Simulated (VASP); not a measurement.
# HgTe (I-4m2) in VASP: further runs

Runs on HgTe. Level: PBEsol. Tasks: single point.

All numbers are computed with VASP 6.6.1; they aren't measurements. Logs are shortened: lines on timing, memory, paths and dates and some standing lists are left out, and cuts for length are marked.

**1. The cell of the first run**

The structure is tetragonal, space group I-4m2 (No. 119). The conventional cell has a = 6.091 Å, b = 6.091 Å, c = 3.119 Å, α = 90.00°, β = 90.00°, γ = 90.00°. Within 4.1 Å of Hg (site symmetry -4m2) lie 2 Hg at 3.12 Å and 8 Te at 3.14 to 3.84 Å. Te (site symmetry -4m2) has 2 Te at 3.12 Å and 8 Hg at 3.14 to 3.84 Å within 4.1 Å.

**2. Single point, PBEsol**

INCAR

```
SYSTEM = HgTe
PREC = Accurate ; ENCUT = 520
EDIFF = 1E-7 ; ISMEAR = -1
SIGMA = 0.1 ; LREAL = .FALSE.
LASPH = .TRUE. ; NELM = 60
ALGO = Normal ; ISIF = 2
LWAVE = .FALSE. ; LCHARG = .TRUE.
GGA = PS ; LELF = .TRUE.
LVHAR = .TRUE. ; NBANDS = 16
```

KPOINTS

```
Automatic mesh
0
G
  3 3 3
  0 0 0
```

POSCAR

```
HgTe
1.0
    4.5807370000      0.0000000000      0.0000000000
   -3.5190043409      2.9325347248      0.0000000000
   -0.5308662535     -1.4662671524      4.3071328192
Hg Te
1 1
Direct
    0.2500000000      0.7500000000      0.5000000000
    0.0000000000      0.0000000000      0.0000000000
```

Potentials or basis: VASP PAW PBE potentials, release 64 (Hg, Te).

The run is started by

```
cat potpaw_PBE.64/Hg/POTCAR potpaw_PBE.64/Te/POTCAR > POTCAR
mpirun -np 1 vasp_std > vasp.out
```

OUTCAR:

```text
SYSTEM = HgTe
   PREC = Accurate
   ENCUT = 520
   EDIFF = 1E-7
   ISMEAR = -1
   LREAL = .FALSE.
   LASPH = .TRUE.
   NELM = 60
   ISIF = 2
   GGA = PS

 ion  position               nearest neighbor table
   1  0.250  0.750  0.500-   2 3.14   2 3.14   2 3.14   2 3.14
   2  0.000  0.000  0.000-   1 3.14   1 3.14   1 3.14   1 3.14

  LATTYP: Found a body centered tetragonal cell.
 ALAT       =     6.0912055906
 C/A-ratio  =     0.5120200963

  Lattice vectors:

 A1 = (   4.5807370000,   0.0000000000,   0.0000000000)
 A2 = (  -3.5190043409,   2.9325347248,   0.0000000000)
 A3 = (  -0.5308662535,  -1.4662671524,   4.3071328192)

Analysis of symmetry for initial positions (statically):
=====================================================================
 Subroutine PRICEL returns:
 Original cell was already a primitive cell.

 Routine SETGRP: Setting up the symmetry group for a
 body centered tetragonal supercell.

 Subroutine GETGRP returns: Found  8 space group operations
 (whereof  8 operations were pure point group operations)
 out of a pool of 16 trial point group operations.

The static configuration has the point symmetry D_2d.

Analysis of symmetry for dynamics (positions and initial velocities):
=====================================================================
 Subroutine PRICEL returns:
 Original cell was already a primitive cell.

 Routine SETGRP: Setting up the symmetry group for a
 body centered tetragonal supercell.

 Subroutine GETGRP returns: Found  8 space group operations
 (whereof  8 operations were pure point group operations)
 out of a pool of 16 trial point group operations.

The dynamic configuration has the point symmetry D_2d.

 Subroutine INISYM returns: Found  8 space group operations
 (whereof  8 operations are pure point group operations),
 and found     1 'primitive' translations

----------------------------------------------------------------------------------------

                                     Primitive cell

  volume of cell :      57.8584

  direct lattice vectors                    reciprocal lattice vectors
     4.580737000  0.000000000  0.000000000     0.218305482  0.261963800  0.116086489
    -3.519004341  2.932534725  0.000000000     0.000000000  0.341001930  0.116086489
    -0.530866254 -1.466267152  4.307132819     0.000000000  0.000000000  0.232173012

[... 61 lines left out ...]
   LASPH  =      T    aspherical Exc in radial PAW
   ENCUT  =  520.0 eV  38.22 Ry    6.18 a.u.   8.52  8.52  8.52*2*pi/ulx,y,z
   NELM   =     60;   NELMIN=  2; NELMDL= -5     # of ELM steps
   EDIFF  = 0.1E-06   stopping-criterion for ELM
   LREAL  =      F    real-space projection
   EDIFFG = 0.1E-05   stopping-criterion for IOM
   NSW    =      0    number of steps for IOM
   IBRION =     -1    ionic relax: 0-MD 1-quasi-New 2-CG
   NFREE  =      0    steps in history (QN), initial steepest desc. (CG)
   ISIF   =      2    stress and relaxation
   ISYM   =      2    0-nonsym 1-usesym 2-fastsym
   POTIM  = 0.5000    time-step for ionic-motion
   TEBEG  =    0.0;   TEEND  =   0.0 temperature during run
   PSTRESS=    0.0 pullay stress
   NELECT =      18.0000    total number of electrons
   NUPDOWN=      -1.0000    fix difference up-down
   EMIN   =  10.00;   EMAX   =-10.00  energy-range for DOS
   EFERMI =   0.00;   METHOD = LEGACY
   ISMEAR =    -1;   SIGMA  =   0.10  broadening in eV -4-tet -1-fermi 0-gaus
   EFERMI_NEDOS =   21; number of points for ismear=-14 and -15
   IALGO  =     38    algorithm
   IMIX   =      4    mixing-type and parameters
     AMIX     =   0.40;   BMIX     =  1.00
     AMIX_MAG =   1.60;   BMIX_MAG =  1.00
  volume/ion in A,a.u.               =      28.93       195.22
  Fermi-wavevector in a.u.,A,eV,Ry     =   1.109286  2.096246 16.742169  1.230515
  Thomas-Fermi vector in A             =   2.245823
   LORBIT       =      0    0 simple, 1 ext, 2 COOP (PROOUT), +10 PAW based schemes
   GGA     = PS    functional components
   LHFCALC =     F    Hartree Fock is set to
   AEXX    =    0.0000 exact exchange contribution
   IVDW    =     0    specifies the selected vdW correction
   LEPSILON=     F    determine dielectric tensor
   LRPA    =     F    only Hartree local field effects (RPA)
 non-spin polarized calculation
  energy-cutoff  :      520.00
  volume of cell :       57.86
 maximum number of plane-waves:      1570
 NGX is ok and might be reduce to    36
   NGX = 17   NGY = 17   NGZ = 17

 number of electron      18.0000002 magnetization

 Free energy of the ion-electron system (eV)
  ---------------------------------------------------
  ext. energy  EPLUGINS =         0.00000000
  ---------------------------------------------------
  free energy    TOTEN  =        -4.62160434 eV

  energy without entropy =       -4.59587138  energy(sigma->0) =       -4.60873786

 E-fermi :   4.5494     XC(G=0):  -9.9968

 val. band max:        3.2800329691   @ k =   0.3333   0.3333   0.0000
 cond. band min:       4.5628782340   @ k =  -0.3333   0.3333  -0.0000
 fundamental gap:      1.2828452649
 Fermi energy:         4.5493864785

 k-point     1 :       0.0000    0.0000    0.0000
  band No.  band energies     occupation
      1      -8.1598      2.00000
      2      -3.2129      2.00000
      3      -2.4780      2.00000
      4      -2.3969      2.00000
      5      -1.9839      2.00000
      6      -1.9839      2.00000
[... 91 lines left out ...]
      3      -2.6175      2.00000
      4      -2.2962      2.00000
      5      -2.1656      2.00000
      6      -1.8446      2.00000
[... 8 lines left out ...]
     15      15.8149      0.00000
     16      15.8149      0.00000

------------------------ aborting loop because EDIFF is reached ----------------------------------------

  FORCE on cell =-STRESS in cart. coord.  units (eV):
  Direction    XX          YY          ZZ          XY          YZ          ZX
  --------------------------------------------------------------------------------------
  -------------------------------------------------------------------------------------
  Total       -1.3353343     -3.0910580     -1.0704711     -0.7315593     -0.0000001     -0.0000000
  in kB      -36.9771804    -85.5955043    -29.6427685    -20.2578499     -0.0000014     -0.0000005
  external PRESSURE =     -50.7384844 kB  Pullay stress =       0.0000000 kB

 VOLUME and BASIS-vectors are now :
 -----------------------------------------------------------------------------
  energy-cutoff  :      520.00
  volume of cell :       57.86
      direct lattice vectors                 reciprocal lattice vectors
     4.580737000  0.000000000  0.000000000     0.218305482  0.261963800  0.116086489
    -3.519004341  2.932534725  0.000000000     0.000000000  0.341001930  0.116086489
    -0.530866254 -1.466267152  4.307132819     0.000000000  0.000000000  0.232173012

 POSITION                                       TOTAL-FORCE (eV/Angst)
 -----------------------------------------------------------------------------------
     -1.75950      1.46627      2.15357         0.000000     -0.000000      0.000000
      0.00000      0.00000      0.00000        -0.000000      0.000000     -0.000000
 -----------------------------------------------------------------------------------
    total drift:                                0.000001     -0.000000     -0.000000

  FREE ENERGIE OF THE ION-ELECTRON SYSTEM (eV)
  ---------------------------------------------------
  free  energy   TOTEN  =        -4.6216043396 eV

  energy  without entropy=       -4.5958713812  energy(sigma->0) =       -4.60873786
```

OSZICAR:

```text
N       E                     dE             d eps       ncg     rms          rms(c)
DAV:   1     0.991673861274E+02    0.99167E+02   -0.78714E+03   192   0.987E+02
DAV:   2    -0.180487585075E+01   -0.10097E+03   -0.93550E+02   216   0.232E+02
DAV:   3    -0.478958665319E+01   -0.29847E+01   -0.29785E+01   288   0.398E+01
DAV:   4    -0.480207961894E+01   -0.12493E-01   -0.12492E-01   200   0.278E+00
DAV:   5    -0.480223651356E+01   -0.15689E-03   -0.15689E-03   288   0.323E-01    0.715E+00
DAV:   6    -0.463395338256E+01    0.16828E+00   -0.30377E-01   216   0.707E+00    0.500E+00
DAV:   7    -0.462280620237E+01    0.11147E-01   -0.51916E-02   224   0.175E+00    0.182E+00
DAV:   8    -0.462164395528E+01    0.11622E-02   -0.80915E-03   208   0.101E+00    0.131E-01
DAV:   9    -0.462159555880E+01    0.48396E-04   -0.36664E-04   264   0.189E-01    0.569E-02
DAV:  10    -0.462160196890E+01   -0.64101E-05   -0.36032E-05   200   0.483E-02    0.310E-02
DAV:  11    -0.462160458033E+01   -0.26114E-05   -0.50318E-06   240   0.222E-02    0.974E-03
DAV:  12    -0.462160440872E+01    0.17161E-06   -0.56725E-07   224   0.770E-03    0.369E-03
DAV:  13    -0.462160433958E+01    0.69140E-07   -0.98320E-08   120   0.279E-03
   1 F= -.46216043E+01 E0= -.46087379E+01  d E =-.257330E-01
```

It used 9.6 s of CPU time on 1 thread of Intel Xeon 6975P-C, on a shared host.

What came out:

```
Free energy            : -4.6216 eV
Pressure               : -5.1 GPa
Band gap on the k mesh : zero (band 9 reaches 4.56 eV, above the bottom of band 10 at 1.88 eV)
```

Stress tensor (GPa, compression positive):
```
-3.70 -2.03  0.00
-2.03 -8.56  0.00
 0.00  0.00 -2.96
```

Levels at points of the mesh, in eV from the Fermi level:
```csv
k point,band 6,band 7,band 8,band 9,band 10,band 11,band 12,band 13
"(0.00, 0.00, 0.00)",-6.53,-3.80,-2.71,-2.71,3.27,4.26,6.56,6.56
```

Caveat: the k points lie up to 0.75 Å⁻¹ apart; the PAW data sets were made with another functional, which shifts forces and pressure a little; spin-orbit coupling is left out, which moves the levels of the heavy elements.

**3. Single point, PBEsol**

INCAR

```
PREC = Accurate
ENCUT = 520
EDIFF = 1E-6
ISMEAR = -1
SIGMA = 0.1
LREAL = F
LASPH = T
NELM = 60
ALGO = Normal
ISIF = 2
LWAVE = F
LCHARG = F
GGA = PS
NBANDS = 16
```

KPOINTS

```
Automatic mesh
0
Gamma
  4 4 4
```

POSCAR is that of step 2.

Potentials or basis: VASP PAW PBE potentials, release 64 (Hg, Te).

The run is started by

```
cat potpaw_PBE.64/Hg/POTCAR potpaw_PBE.64/Te/POTCAR > POTCAR
mpirun -np 1 vasp_std > vasp.out
```

It used 12 s of CPU time on 1 thread of Intel Xeon 6975P-C, on a shared host.

The run converged. Its results:

```yaml
Free_energy: -4.0602 eV
Pressure: -3.4 GPa
Band_gap_on_the_k_mesh: zero (band 9 reaches 5.73 eV, above the bottom of band 10 at 3.39 eV)
```

Stress tensor (GPa, compression positive):
```
-5.97  3.78  0.00
 3.78  3.10  0.00
 0.00  0.00 -7.34
```

Levels at points of the mesh, in eV from the Fermi level:
| k point | band 5 | band 6 | band 7 | band 8 | band 9 | band 10 | band 11 | band 12 | band 13 | band 14 |
| --- | --- | --- | --- | --- | --- | --- | --- | --- | --- | --- |
| (0.00, 0.00, 0.00) | -5.86 | -5.86 | -3.08 | -1.93 | -1.93 | 4.12 | 4.99 | 7.28 | 7.28 | 9.72 |
| (0.50, 0.00, 0.00) | -6.08 | -5.81 | -3.96 | -1.48 | -0.61 | 0.23 | 3.60 | 4.24 | 6.29 | 8.57 |
| (0.50, 0.50, 0.00) | -5.83 | -5.81 | -5.71 | -0.38 | 1.93 | 2.35 | 3.34 | 3.97 | 9.40 | 10.79 |
| (0.50, 0.50, 0.50) | -5.83 | -5.78 | -4.05 | -3.86 | -3.86 | 3.77 | 7.84 | 8.45 | 8.45 | 12.31 |

Caveat: the k points lie up to 0.57 Å⁻¹ apart; the PAW data sets were made with another functional, which shifts forces and pressure a little; spin-orbit coupling is left out, which moves the levels of the heavy elements.

**4. Single point, PBEsol**

INCAR

```
PREC = Accurate ; ENCUT = 520
EDIFF = 1E-6 ; ISMEAR = -1
SIGMA = 0.1 ; LREAL = False
LASPH = True ; NELM = 60
ALGO = Normal ; ISIF = 2
LWAVE = False ; LCHARG = False
GGA = PS ; NBANDS = 16
```

KPOINTS

```
regular mesh
0
Gamma
  5 5 5
```

POSCAR is that of step 3.

The run is started by

```
cat potpaw_PBE.64/Hg/POTCAR potpaw_PBE.64/Te/POTCAR > POTCAR
mpirun -np 1 vasp_std > vasp.out
```

Wall time 24 s (1 thread of Intel Xeon 6975P-C, shared host); peak memory 0.21 GiB.

The run converged. Its results:

| Property | Result |
| --- | --- |
| Free energy | -3.9250 eV |
| Pressure | -2.9 GPa |
| Band gap on the k mesh | zero (band 9 reaches 5.10 eV, above the bottom of band 10 at 3.35 eV) |

Stress tensor (GPa, compression positive):
```
-3.96  1.56  0.00
 1.56 -0.22  0.00
 0.00  0.00 -4.53
```

Levels at points of the mesh, in eV from the Fermi level:
| k point | band 7 | band 8 | band 9 | band 10 | band 11 | band 12 |
| --- | --- | --- | --- | --- | --- | --- |
| (0.00, 0.00, 0.00) | -3.28 | -2.24 | -2.24 | 3.63 | 4.76 | 7.08 |

Caveat: the k points lie up to 0.45 Å⁻¹ apart; the PAW data sets were made with another functional, which shifts forces and pressure a little; spin-orbit coupling is left out, which moves the levels of the heavy elements.

**5. Overview**

```tsv
k mesh	gap on the mesh (eV)	pressure (GPa)
3 × 3 × 3	none	-5.1
4 × 4 × 4	none	-3.4
5 × 5 × 5	none	-2.9
```

Alike in all rows: task single point; level PBEsol; potentials or basis VASP PAW PBE potentials, release 64 (Hg, Te); no spin polarisation; cell as given; cutoff (eV) 520; smearing fermi-dirac 0.1 eV.

Caveats: all runs use coarse meshes; the PAW data sets were made with another functional, which shifts forces and pressure a little; spin-orbit coupling is left out, which moves the levels of the heavy elements.

Absolute energies hang on the potentials; compare differences alone.
